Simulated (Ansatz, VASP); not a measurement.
**Cu: VASP beside Ansatz**

```
CELL_PARAMETERS angstrom
0.00000 1.80750 1.80750
1.80750 0.00000 1.80750
1.80750 1.80750 0.00000
ATOMIC_POSITIONS crystal
Cu 0.00000 0.00000 0.00000
```

Alike in both runs: task single point; functional r2SCAN; k mesh 8 × 8 × 8; occupations gaussian, width 0.1 eV; no spin polarisation.

|  | VASP | Ansatz |
| --- | --- | --- |
| version | VASP 6.6.1 | Ansatz 0.2.0 |
| potentials or method | VASP PAW PBE potentials, release 64 (Cu), cutoff 520 eV | scalar-relativistic, plane waves, PAW |
| valence electrons in the cell | 11 | 19 |

```tsv
	VASP	Ansatz	Ansatz less VASP
gap on the k mesh at the Fermi level (eV)	none	none	-
pressure (GPa)	-3.4	-3.9	-0.59
```

VASP's potentials were made for PBE, not for r2SCAN. A gap of «none» marks a metal or a gap that the smearing closes. VASP's potentials hold 11 valence electrons a cell and Ansatz's 19, so a difference there can come from the potentials and not from the codes.

The k mesh is coarse, so the values compare programs but aren't converged.
